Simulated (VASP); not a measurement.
Sb3Ru:

```
CELL_PARAMETERS angstrom
4.55293 0.00000 0.00000
0.00000 4.55293 0.00000
0.00000 0.00000 4.55293
ATOMIC_POSITIONS crystal
Sb 0.00000 0.50000 0.50000
Sb 0.50000 0.00000 0.50000
Sb 0.50000 0.50000 0.00000
Ru 0.00000 0.00000 0.00000
```

* Program: VASP 6.6.1
* Task: relaxation of cell and atoms
* Functional: PBE
* Potentials or basis: VASP PAW PBE potentials, release 64 (Sb, Ru_pv)
* Cutoff: 600 eV
* k mesh: 10 × 10 × 10
* Occupations: gaussian, width 0.1 eV
* Spin: no spin polarisation

At the start: pressure -3.2 GPa; volume 23.59 Å³/atom.

Problem. How do energy, volume and symmetry change on relaxing?

Solution. Over 3 steps the energy falls by 9.4 meV/atom and the volume is 22.68 Å³/atom (-3.9 %); space group Pm-3m (No. 221, to 0.05 Å).

The path:
```tsv
step	energy change (eV)	largest force (eV/Å)	pressure (GPa)	volume (Å³)
1	0.0000	0.0000	-3.16	94.38
2	-0.0172	0.0000	2.68	88.16
3	-0.0378	0.0000	-0.01	90.71
```

Final structure:
```xyz
4
Lattice="4.4931 0.0000 0.0000 0.0000 4.4931 0.0000 0.0000 0.0000 4.4931" Properties=species:S:1:pos:R:3 pbc="T T T"
Sb    0.0000    2.2466    2.2466
Sb    2.2466    0.0000    2.2466
Sb    2.2466    2.2466    0.0000
Ru    0.0000    0.0000    0.0000
```
